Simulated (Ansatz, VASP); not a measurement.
## Li2S: VASP beside Ansatz

The input INCAR:

```
SYSTEM = Li2S
PREC = Accurate ; ENCUT = 750
EDIFF = 1E-6 ; ISMEAR = 0
SIGMA = 0.05 ; LREAL = .FALSE.
LASPH = .TRUE. ; NELM = 120
ALGO = Normal ; ISIF = 2
LWAVE = .FALSE. ; LCHARG = .TRUE.
GGA = RE ; IVDW = 12
LELF = .TRUE. ; LVHAR = .TRUE.
NBANDS = 13 ; GGA_COMPAT = .FALSE.
```

KPOINTS

```
regular mesh
0
G
  8 8 8
  0 0 0
```

POSCAR

```
Li2S
1.0
    0.0000000000      2.7134306430      2.7134306430
    2.7134306430      0.0000000000      2.7134306430
    2.7134306430      2.7134306430      0.0000000000
Li S
2 1
Direct
    0.2500000000      0.2500000000      0.2500000000
    0.7500000000      0.7500000000      0.7500000000
    0.0000000000      0.0000000000      0.0000000000
```

Input for Ansatz:

```yaml
crystal:
  lattice:
    - [0.0, 2.713430643, 2.713430643]
    - [2.713430643, 0.0, 2.713430643]
    - [2.713430643, 2.713430643, 0.0]
  atoms:
    - { symbol: Li, position: [0.25, 0.25, 0.25] }
    - { symbol: Li, position: [0.75, 0.75, 0.75] }
    - { symbol: S, position: [0.0, 0.0, 0.0] }
basis:
  ecutwfc: 420
  ecutrho_ratio: 4
kpoints:
  mp_grid: { grid: [8, 8, 8] }
hamiltonian:
  xc: revpbe
  dispersion: d3bj
scf:
  occupations: { method: gaussian, width: 0.05 }
output:
  forces: true
  stress: true
  eigenvalues: true
```

Alike in both runs: task single point; functional revPBE; dispersion D3(BJ); k mesh 8 × 8 × 8; occupations gaussian, width 0.05 eV; no spin polarisation.

```csv
,VASP,Ansatz
version,VASP 6.6.1,Ansatz 0.2.0
potentials or method,"VASP PAW PBE potentials, release 64 (Li_sv, S), cutoff 750 eV","scalar-relativistic, plane waves, PAW"
valence electrons in the cell,12,12
```

Ansatz gave:

| Property | Result |
| --- | --- |
| gap on the k mesh at the Fermi level (eV) | 3.37 |
| least direct gap on the mesh (eV) | 5.08 |
| pressure (GPa) | 2.1 |

What did VASP give for the same quantities?

gap on the k mesh at the Fermi level (eV): 3.36; least direct gap on the mesh (eV): 5.08; pressure (GPa): 1.9.

VASP's potentials were made for PBE, not for revPBE.
